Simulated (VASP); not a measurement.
# Ge4N in VASP: relaxation of the atoms with PBE

Aim: the relaxation of the atoms of Ge4N with PBE.

Everything below comes from runs of VASP 6.6.1. Logs are shortened: lines on timing, memory, paths and dates and some standing lists are left out, and cuts for length are marked.

### Step 1. The cell of the first run

The cell holds a slab with vacuum, 5 atoms: a = 4.074 Å, b = 4.074 Å, c = 19.856 Å, α = 90.00°, β = 90.00°, γ = 90.00°.

### Step 2. Relaxation of the atoms, PBE

INCAR reads:

```
SYSTEM = Ge4N
PREC = Accurate
ENCUT = 520
EDIFF = 1E-7
ISMEAR = 0
SIGMA = 0.1
LREAL = .False.
LASPH = .True.
NELM = 100
ALGO = Fast
ISIF = 2
LWAVE = .False.
LCHARG = .False.
LDIPOL = .True.
IDIPOL = 3
DIPOL = 0.5 0.5 0.353
GGA = PE
IBRION = 2
NSW = 36
EDIFFG = -0.025
```

KPOINTS reads:

```
regular mesh
0
Gamma
  7 7 1
  0 0 0
```

POSCAR reads:

```
Ge4N
1.0
    4.0740542166      0.0000000000      0.0000000000
    0.0000000000      4.0740542166      0.0000000000
    0.0000000000      0.0000000000     19.8557568530
Ge N
4 1
Selective dynamics
Direct
    0.0000000000      0.5000000000      0.2014529101  F F F
    0.0000000000      0.0000000000      0.2739958855  F F F
    0.5000000000      0.0000000000      0.3493666166  F F F
    0.5000000000      0.5000000000      0.4208228835  F F F
    0.5000000000      0.5000000000      0.5175202803  F F T
```

Potentials or basis: VASP PAW PBE potentials, release 64 (Ge_d, N).

Run with:

```
$ cat potpaw_PBE.64/Ge_d/POTCAR potpaw_PBE.64/N/POTCAR > POTCAR
$ mpirun -np 1 vasp_std > vasp.out
```

OUTCAR:

```text
SYSTEM = Ge4N
   PREC = Accurate
   ENCUT = 520
   EDIFF = 1E-7
   ISMEAR = 0
   LREAL = .False.
   LASPH = .True.
   NELM = 100
   ISIF = 2
   GGA = PE
   IBRION = 2
   NSW = 36
   EDIFFG = -0.025

 ion  position               nearest neighbor table
   1  0.000  0.500  0.201-   2 2.49   2 2.49
   2  0.000  0.000  0.274-   1 2.49   1 2.49   3 2.53   3 2.53
   3  0.500  0.000  0.349-   4 2.48   4 2.48   2 2.53   2 2.53
   4  0.500  0.500  0.421-   5 1.92   3 2.48   3 2.48
   5  0.500  0.500  0.518-   4 1.92

  LATTYP: Found a simple tetragonal cell.
 ALAT       =     4.0740542166
 C/A-ratio  =     4.8737095280

  Lattice vectors:

 A1 = (   4.0740542166,   0.0000000000,   0.0000000000)
 A2 = (   0.0000000000,   4.0740542166,   0.0000000000)
 A3 = (   0.0000000000,   0.0000000000,  19.8557568530)

Analysis of symmetry for initial positions (statically):
=====================================================================
 Subroutine PRICEL returns:
 Original cell was already a primitive cell.

 Routine SETGRP: Setting up the symmetry group for a
 simple tetragonal supercell.

 Subroutine GETGRP returns: Found  4 space group operations
 (whereof  4 operations were pure point group operations)
 out of a pool of 16 trial point group operations.

The static configuration has the point symmetry C_2v.

Analysis of symmetry for dynamics (positions and initial velocities):
=====================================================================
 Subroutine PRICEL returns:
 Original cell was already a primitive cell.

 Routine SETGRP: Setting up the symmetry group for a
 simple tetragonal supercell.

 Subroutine GETGRP returns: Found  4 space group operations
 (whereof  4 operations were pure point group operations)
 out of a pool of 16 trial point group operations.

The dynamic configuration has the point symmetry C_2v.

Analysis of constrained symmetry for selective dynamics:
[... 112 lines left out ...]
   IBRION =      2    ionic relax: 0-MD 1-quasi-New 2-CG
   NFREE  =      1    steps in history (QN), initial steepest desc. (CG)
   ISIF   =      2    stress and relaxation
   ISYM   =      2    0-nonsym 1-usesym 2-fastsym
   POTIM  = 0.5000    time-step for ionic-motion
   TEBEG  =    0.0;   TEEND  =   0.0 temperature during run
   PSTRESS=    0.0 pullay stress
   NELECT =      61.0000    total number of electrons
   NUPDOWN=      -1.0000    fix difference up-down
   EMIN   =  10.00;   EMAX   =-10.00  energy-range for DOS
   EFERMI =   0.00;   METHOD = LEGACY
   ISMEAR =     0;   SIGMA  =   0.10  broadening in eV -4-tet -1-fermi 0-gaus
   EFERMI_NEDOS =   21; number of points for ismear=-14 and -15
   IALGO  =     68    algorithm
   IMIX   =      4    mixing-type and parameters
     AMIX     =   0.40;   BMIX     =  1.00
     AMIX_MAG =   1.60;   BMIX_MAG =  1.00
  volume/ion in A,a.u.               =      65.91       444.80
  Fermi-wavevector in a.u.,A,eV,Ry     =   0.932978  1.763073 11.843164  0.870448
  Thomas-Fermi vector in A             =   2.059632
   LORBIT       =      0    0 simple, 1 ext, 2 COOP (PROOUT), +10 PAW based schemes
   GGA     = PE    functional components
   LHFCALC =     F    Hartree Fock is set to
   AEXX    =    0.0000 exact exchange contribution
   IVDW    =     0    specifies the selected vdW correction
   LEPSILON=     F    determine dielectric tensor
   LRPA    =     F    only Hartree local field effects (RPA)
 conjugate gradient relaxation of ions
 non-spin polarized calculation
 RMM-DIIS sequential band-by-band and
 Gauss-broadening in eV      SIGMA  =   0.10
  energy-cutoff  :      520.00
  volume of cell :      329.56
 maximum number of plane-waves:      8917
   NGX = 15   NGY = 15   NGZ = 73

 dipolmoment           0.000000      0.000000     -0.000010 electrons x Angstroem

--------------------------------------- Ionic step        1  -------------------------------------------

 number of electron      60.9999944 magnetization

 Free energy of the ion-electron system (eV)
  ---------------------------------------------------
  ext. energy  EPLUGINS =         0.00000000
  ---------------------------------------------------
  free energy    TOTEN  =       -20.44006124 eV

  energy without entropy =      -20.41329462  energy(sigma->0) =      -20.42667793

------------------------ aborting loop because EDIFF is reached ----------------------------------------

  FORCE on cell =-STRESS in cart. coord.  units (eV):
  Direction    XX          YY          ZZ          XY          YZ          ZX
  --------------------------------------------------------------------------------------
  -------------------------------------------------------------------------------------
  Total       -1.5138944      0.4680246     -6.5976570      0.0000000      0.0000000      0.0000000
  in kB       -7.3598018      2.2753028    -32.0745269      0.0000000      0.0000000      0.0000000
  external PRESSURE =     -12.3863420 kB  Pullay stress =       0.0000000 kB
[... 104 lines left out ...]
--------------------------------------- Ionic step        4  -------------------------------------------

 number of electron      60.9999943 magnetization

 dipolmoment           0.000000      0.000000      0.298877 electrons x Angstroem

 Free energy of the ion-electron system (eV)
  ---------------------------------------------------
  ext. energy  EPLUGINS =         0.00000000
  ---------------------------------------------------
  free energy    TOTEN  =       -20.93691048 eV

  energy without entropy =      -20.91617327  energy(sigma->0) =      -20.92654187

 E-fermi :  -3.3554     XC(G=0):  -4.0075

 val. band max:       -3.3851223689   @ k =   0.0000   0.4286   0.0000
 cond. band min:      -3.3346399404   @ k =  -0.1429   0.4286   0.0000
 fundamental gap:      0.0504824284
 Fermi energy:        -3.3553932533

 k-point     1 :       0.0000    0.0000    0.0000
  band No.  band energies     occupation
      1     -27.7695      2.00000
      2     -27.7512      2.00000
      3     -27.7318      2.00000
      4     -27.6974      2.00000
      5     -27.6895      2.00000
      6     -27.5767      2.00000
[... 613 lines left out ...]
     35      -0.0573      0.00000
     36       0.6411      0.00000

------------------------ aborting loop because EDIFF is reached ----------------------------------------

 vacuum level on the upper side and lower side of the slab       (xc-potential included)         1.524        -1.672

  FORCE on cell =-STRESS in cart. coord.  units (eV):
  Direction    XX          YY          ZZ          XY          YZ          ZX
  --------------------------------------------------------------------------------------
  -------------------------------------------------------------------------------------
  Total       -1.0424237      0.5902337      0.5712420      0.0000000      0.0000000      0.0000000
  in kB       -5.0677456      2.8694225      2.7770946      0.0000000      0.0000000      0.0000000
  external PRESSURE =       0.1929238 kB  Pullay stress =       0.0000000 kB
[... 20 lines left out ...]
  FREE ENERGIE OF THE ION-ELECTRON SYSTEM (eV)
  ---------------------------------------------------
  free  energy   TOTEN  =       -20.9369104834 eV

  energy  without entropy=      -20.9161732656  energy(sigma->0) =      -20.92654187

 reached required accuracy - stopping structural energy minimisation

 vacuum level on the upper side and lower side of the slab         4.848         1.564
```

OSZICAR:

```text
N       E                     dE             d eps       ncg     rms          rms(c)
DAV:   1     0.536790268683E+03    0.53679E+03   -0.31580E+04  1360   0.261E+03
DAV:   2     0.676981195973E+02   -0.46909E+03   -0.46089E+03  1384   0.620E+02
DAV:   3    -0.174303476315E+02   -0.85128E+02   -0.83521E+02  1628   0.195E+02
[... 70 lines left out ...]
RMM:   5    -0.209369098679E+02   -0.83501E-05   -0.53356E-05  1356   0.296E-02    0.117E-02
RMM:   6    -0.209369102236E+02   -0.35571E-06   -0.97896E-06  1132   0.140E-02    0.385E-03
RMM:   7    -0.209369103594E+02   -0.13576E-06   -0.26782E-06  1061   0.696E-03    0.137E-03
RMM:   8    -0.209369104755E+02   -0.11612E-06   -0.79718E-07   999   0.414E-03    0.821E-04
RMM:   9    -0.209369104834E+02   -0.79108E-08   -0.18978E-07   751   0.220E-03
   4 F= -.20936910E+02 E0= -.20926542E+02  d E =-.496849E+00
```

Wall time 31 min (1 thread of Oxide Virtual Turin-like, shared host); peak memory 0.42 GiB.

What came out:

```
Free energy               : -20.9369 eV
Energy gained by relaxing : 99.4 meV/atom
Ionic steps               : 4
Band gap on the k mesh    : zero (an odd number of electrons rules out a gap without spin polarisation)
```

Step by step:
```tsv
step	energy change (eV)	largest force on free atoms (eV/Å)	pressure (GPa)
1	0.0000	3.6949	-1.24
2	-0.4747	1.0992	-0.30
3	-0.4966	0.1261	0.06
4	-0.4968	0.0145	0.02
```

Final structure:
```
CELL_PARAMETERS angstrom
4.07405 0.00000 0.00000
0.00000 4.07405 0.00000
0.00000 0.00000 19.85576
ATOMIC_POSITIONS crystal
Ge 0.00000 0.50000 0.20145
Ge 0.00000 0.00000 0.27400
Ge 0.50000 0.00000 0.34937
Ge 0.50000 0.50000 0.42082
N 0.50000 0.50000 0.50661
```

Caveat: an odd number of electrons without spin polarisation forces a metal; a magnetic or distorted state may lie lower.

The gap in the log of VASP goes by the Fermi energy; the results here count the filled bands.